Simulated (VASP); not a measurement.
# SnSe (I4/mmm) in VASP: further runs, part 2 of 2

VASP 6.6.1.

### 4 Single point, LDA (equal xx and yy strain of +1 %)

File INCAR:

```
PREC = Accurate
ENCUT = 520
EDIFF = 1E-6
ISMEAR = -1
SIGMA = 0.02
LREAL = False
LASPH = True
NELM = 100
ALGO = Normal
ISIF = 2
LWAVE = False
LCHARG = True
GGA = CA
LELF = True
LVHAR = True
NBANDS = 17
```

File KPOINTS:

```
regular mesh
0
Gamma
  9 9 9
```

File POSCAR:

```
SnSe
1.0
    0.0000000000      3.0401000000      3.0100000000
    3.0401000000      0.0000000000      3.0100000000
    3.0401000000      3.0401000000      0.0000000000
Sn Se
1 1
Direct
    0.0000000000      0.0000000000      0.0000000000
    0.5000000000      0.5000000000      0.5000000000
```

Potentials or basis: VASP PAW LDA potentials, release 64 (Sn_d, Se).

Started as:

```console
cat potpaw_LDA.64/Sn_d/POTCAR potpaw_LDA.64/Se/POTCAR > POTCAR
mpirun -np 1 vasp_std > vasp.out
```

OUTCAR:

```text
PREC = Accurate
   ENCUT = 520
   EDIFF = 1E-6
   ISMEAR = -1
   LREAL = False
   LASPH = True
   NELM = 100
   ISIF = 2
   GGA = CA

 ion  position               nearest neighbor table
   1  0.000  0.000  0.000-   2 3.01   2 3.01   2 3.04   2 3.04   2 3.04   2 3.04
   2  0.500  0.500  0.500-   1 3.01   1 3.01   1 3.04   1 3.04   1 3.04   1 3.04

  LATTYP: Found a body centered tetragonal cell.
 ALAT       =     4.2993506510
 C/A-ratio  =     1.4002114479

  Lattice vectors:

 A1 = (   0.0000000000,  -3.0401000000,  -3.0100000000)
 A2 = (   0.0000000000,   3.0401000000,  -3.0100000000)
 A3 = (   3.0401000000,   0.0000000000,   3.0100000000)

Analysis of symmetry for initial positions (statically):
=====================================================================
 Subroutine PRICEL returns:
 Original cell was already a primitive cell.

 Routine SETGRP: Setting up the symmetry group for a
 body centered tetragonal supercell.

 Subroutine GETGRP returns: Found 16 space group operations
 (whereof 16 operations were pure point group operations)
 out of a pool of 16 trial point group operations.

The static configuration has the point symmetry D_4h.

Analysis of symmetry for dynamics (positions and initial velocities):
=====================================================================
 Subroutine PRICEL returns:
 Original cell was already a primitive cell.

 Routine SETGRP: Setting up the symmetry group for a
 body centered tetragonal supercell.

 Subroutine GETGRP returns: Found 16 space group operations
 (whereof 16 operations were pure point group operations)
 out of a pool of 16 trial point group operations.

The dynamic configuration has the point symmetry D_4h.

 Subroutine INISYM returns: Found 16 space group operations
 (whereof 16 operations are pure point group operations),
 and found     1 'primitive' translations

----------------------------------------------------------------------------------------

                                     Primitive cell

  volume of cell :      55.6381

  direct lattice vectors                    reciprocal lattice vectors
     0.000000000  3.040100000  3.010000000    -0.164468274  0.164468274  0.166112957
     3.040100000  0.000000000  3.010000000     0.164468274 -0.164468274  0.166112957
     3.040100000  3.040100000  0.000000000     0.164468274  0.164468274 -0.166112957

  length of vectors
     4.278119682  4.278119682  4.299350651     0.285820120  0.285820120  0.285820120

  position of ions in fractional coordinates (direct lattice)
     0.000000000  0.000000000  0.000000000
     0.500000000  0.500000000  0.500000000

  ion indices of the primitive-cell ions
   primitive index   ion index
                 1           1
                 2           2

----------------------------------------------------------------------------------------

 KPOINTS: regular mesh

Automatic generation of k-mesh.
 Grid dimensions read from file:
 generate k-points for:    9    9    9

 Generating k-lattice:

  Cartesian coordinates                     Fractional coordinates (reciprocal lattice)
    -0.018274253  0.018274253  0.018456995     0.111111111 -0.000000000  0.000000000
     0.018274253 -0.018274253  0.018456995    -0.000000000  0.111111111  0.000000000
     0.018274253  0.018274253 -0.018456995     0.000000000  0.000000000  0.111111111

  Length of vectors
     0.031757791  0.031757791  0.031757791

  Shift w.r.t. Gamma in fractional coordinates (k-lattice)
     0.000000000  0.000000000  0.000000000

 Subroutine IBZKPT returns following result:
 ===========================================

 Found     75 irreducible k-points:

 Following reciprocal coordinates:
            Coordinates               Weight
  0.000000  0.000000  0.000000      1.000000
  0.111111  0.000000  0.000000      8.000000
  0.222222 -0.000000  0.000000      8.000000
  0.333333  0.000000  0.000000      8.000000
  0.444444 -0.000000  0.000000      8.000000
  0.111111  0.111111  0.000000      2.000000
[... 16 lines left out ...]
 -0.333333  0.333333  0.000000      4.000000
  0.444444  0.444444  0.000000      2.000000
 [... further k-points ...]
   k-points           NKPTS =     75   k-points in BZ     NKDIM =     75   number of bands    NBANDS=     17
   number of dos      NEDOS =    301   number of ions     NIONS =      2
   total plane-waves  NPLWV =  32768
   dimension x,y,z NGX =    32 NGY =   32 NGZ =   32
   dimension x,y,z NGXF=    64 NGYF=   64 NGZF=   64
   ions per type =               1   1
   NGX,Y,Z   is equivalent  to a cutoff of  12.44, 12.44, 12.37 a.u.
   NGXF,Y,Z  is equivalent  to a cutoff of  24.87, 24.87, 24.75 a.u.
 SYSTEM =  unknown system
   PREC   = accura    normal or accurate (medium, high low for compatibility)
   ISTART =      0    job   : 0-new  1-cont  2-samecut
   ICHARG =      2    charge: 1-file 2-atom 10-const
   ISPIN  =      1    spin polarized calculation?
   LNONCOLLINEAR =      F non collinear calculations
   LSORBIT =      F    spin-orbit coupling
   LASPH  =      T    aspherical Exc in radial PAW
   ENCUT  =  520.0 eV  38.22 Ry    6.18 a.u.   7.95  7.95  7.99*2*pi/ulx,y,z
   NELM   =    100;   NELMIN=  2; NELMDL= -5     # of ELM steps
   EDIFF  = 0.1E-05   stopping-criterion for ELM
   LREAL  =      F    real-space projection
   EDIFFG = 0.1E-04   stopping-criterion for IOM
   NSW    =      0    number of steps for IOM
   IBRION =     -1    ionic relax: 0-MD 1-quasi-New 2-CG
   NFREE  =      0    steps in history (QN), initial steepest desc. (CG)
   ISIF   =      2    stress and relaxation
   ISYM   =      2    0-nonsym 1-usesym 2-fastsym
   POTIM  = 0.5000    time-step for ionic-motion
   TEBEG  =    0.0;   TEEND  =   0.0 temperature during run
   PSTRESS=    0.0 pullay stress
   NELECT =      20.0000    total number of electrons
   NUPDOWN=      -1.0000    fix difference up-down
   EMIN   =  10.00;   EMAX   =-10.00  energy-range for DOS
   EFERMI =   0.00;   METHOD = LEGACY
   ISMEAR =    -1;   SIGMA  =   0.02  broadening in eV -4-tet -1-fermi 0-gaus
   EFERMI_NEDOS =   21; number of points for ismear=-14 and -15
   IALGO  =     38    algorithm
   IMIX   =      4    mixing-type and parameters
     AMIX     =   0.40;   BMIX     =  1.00
     AMIX_MAG =   1.60;   BMIX_MAG =  1.00
  volume/ion in A,a.u.               =      27.82       187.73
  Fermi-wavevector in a.u.,A,eV,Ry     =   1.164021  2.199680 18.435139  1.354944
  Thomas-Fermi vector in A             =   2.300564
   LORBIT       =      0    0 simple, 1 ext, 2 COOP (PROOUT), +10 PAW based schemes
   GGA     = CA    functional components
   LHFCALC =     F    Hartree Fock is set to
   AEXX    =    0.0000 exact exchange contribution
   IVDW    =     0    specifies the selected vdW correction
   LEPSILON=     F    determine dielectric tensor
   LRPA    =     F    only Hartree local field effects (RPA)
 non-spin polarized calculation
  energy-cutoff  :      520.00
  volume of cell :       55.64
 maximum number of plane-waves:      1510
   NGX = 15   NGY = 15   NGZ = 15

 number of electron      19.9999997 magnetization

 Free energy of the ion-electron system (eV)
  ---------------------------------------------------
  ext. energy  EPLUGINS =         0.00000000
  ---------------------------------------------------
  free energy    TOTEN  =        -9.44369211 eV

  energy without entropy =       -9.44369209  energy(sigma->0) =       -9.44369210

 E-fermi :   5.3732     XC(G=0):  -9.7934

 val. band max:        5.0826841135   @ k =  -0.3333   0.0000   0.1111
 cond. band min:       5.6616148305   @ k =  -0.3333   0.1111   0.0000
 fundamental gap:      0.5789307170
 Fermi energy:         5.3732260331

 k-point     1 :       0.0000    0.0000    0.0000
  band No.  band energies     occupation
      1     -16.2985      2.00000
      2     -16.2972      2.00000
      3     -16.2943      2.00000
      4     -16.2943      2.00000
      5     -16.2942      2.00000
      6      -8.5303      2.00000
[... 9 lines left out ...]
     16      11.1365      0.00000
     17      13.3276      0.00000
[... 441 lines left out ...]
 k-point    24 :       0.4444    0.4444    0.0000
  band No.  band energies     occupation
      1     -16.3198      2.00000
      2     -16.3033      2.00000
      3     -16.2913      2.00000
      4     -16.2779      2.00000
      5     -16.2779      2.00000
      6      -7.3959      2.00000
[... 9 lines left out ...]
     16      16.5907      0.00000
     17      17.6223      0.00000

 [... further k-points ...]

------------------------ aborting loop because EDIFF is reached ----------------------------------------

  FORCE on cell =-STRESS in cart. coord.  units (eV):
  Direction    XX          YY          ZZ          XY          YZ          ZX
  --------------------------------------------------------------------------------------
  -------------------------------------------------------------------------------------
  Total       -1.5159210     -1.5159210     -1.1600132      0.0000000      0.0000000     -0.0000000
  in kB      -43.6530819    -43.6530819    -33.4042151      0.0000000      0.0000000     -0.0000000
  external PRESSURE =     -40.2367929 kB  Pullay stress =       0.0000000 kB

 VOLUME and BASIS-vectors are now :
 -----------------------------------------------------------------------------
  energy-cutoff  :      520.00
  volume of cell :       55.64
      direct lattice vectors                 reciprocal lattice vectors
     0.000000000  3.040100000  3.010000000    -0.164468274  0.164468274  0.166112957
     3.040100000  0.000000000  3.010000000     0.164468274 -0.164468274  0.166112957
     3.040100000  3.040100000  0.000000000     0.164468274  0.164468274 -0.166112957

 POSITION                                       TOTAL-FORCE (eV/Angst)
 -----------------------------------------------------------------------------------
      0.00000      0.00000      0.00000         0.000000      0.000000     -0.000000
      3.04010      3.04010      3.01000         0.000000      0.000000      0.000000
 -----------------------------------------------------------------------------------
    total drift:                                0.000000     -0.000000     -0.000000

  FREE ENERGIE OF THE ION-ELECTRON SYSTEM (eV)
  ---------------------------------------------------
  free  energy   TOTEN  =        -9.4436921060 eV

  energy  without entropy=       -9.4436920919  energy(sigma->0) =       -9.44369210
```

Run time: 16 s. Hardware: 1 thread of Intel Xeon 6975P-C (Granite Rapids), shared host; peak memory 0.2 GiB.

Results:

- Free energy: -9.4437 eV
- Pressure: -4.0 GPa
- Band gap on the k mesh: 0.58 eV, indirect (least direct gap 0.60 eV)

Levels at points of the mesh, in eV from the valence-band top:
```
           k point  band 7  band 8  band 9  band 10  band 11  band 12  band 13  band 14
(0.00, 0.00, 0.00)   -5.12   -2.05   -1.95    -1.95     4.19     4.19     4.42     5.98
```

Caveat: the cell differs from its parent crystal (equal xx and yy strain of +1 %); spin-orbit coupling is left out, which moves the levels of the heavy elements. A k mesh can miss the band edges.

### 5 Overview

| cell | gap on the mesh (eV) | pressure (GPa) |
| --- | --- | --- |
| a = 4.278, b = 4.278, c = 4.257 Å, angles 60.2, 60.2, 59.7°, 2 atoms | 0.54 | -3.6 |
| a = 4.300, b = 4.300, c = 4.257 Å, angles 60.3, 60.3, 59.3°, 2 atoms | 0.52 | -4.0 |
| a = 4.278, b = 4.278, c = 4.299 Å, angles 59.8, 59.8, 60.3°, 2 atoms | 0.58 | -4.0 |

Alike in all rows: task single point; level LDA; potentials or basis VASP PAW LDA potentials, release 64 (Sn_d, Se); no spin polarisation; k mesh 9 × 9 × 9; cutoff (eV) 520; smearing fermi-dirac 0.02 eV.

Caveats: spin-orbit coupling is left out, which moves the levels of the heavy elements.

Absolute energies hang on the potentials; compare differences alone.
